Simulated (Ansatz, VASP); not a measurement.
TiO2 in VASP and in Ansatz

```
Ti O
1.0
    -1.89943    1.89943    4.85015
     1.89943   -1.89943    4.85015
     1.89943    1.89943   -4.85015
Ti O
2 4
Direct
  0.00000 0.00000 0.00000
  0.75000 0.25000 0.50000
  0.20646 0.20646 0.00000
  0.95646 0.45646 0.50000
  0.54354 0.04354 0.50000
  0.79354 0.79354 0.00000
```

Alike in both runs: task single point; functional PBE; k mesh 8 × 8 × 8; occupations gaussian, width 0.05 eV; no spin polarisation.

```csv
,VASP,Ansatz
version,VASP 6.6.1,Ansatz 0.2.0
potentials or method,"VASP PAW PBE potentials, release 64 (Ti_sv, O), cutoff 520 eV","scalar-relativistic, plane waves, PAW"
valence electrons in the cell,48,48
```

Ansatz gave:

| Property | Result |
| --- | --- |
| gap on the k mesh at the Fermi level (eV) | 2.16 |
| least direct gap on the mesh (eV) | 2.43 |
| pressure (GPa) | 0.0 |
| rms of the force components (eV/Å) | 0.000 |

Q: Estimate VASP's values.

A: gap on the k mesh at the Fermi level (eV): 2.14; least direct gap on the mesh (eV): 2.41; pressure (GPa): 0.7; rms of the force components (eV/Å): 0.009.

Atom by atom the forces differ by 0.009 eV/Å (rms over components).
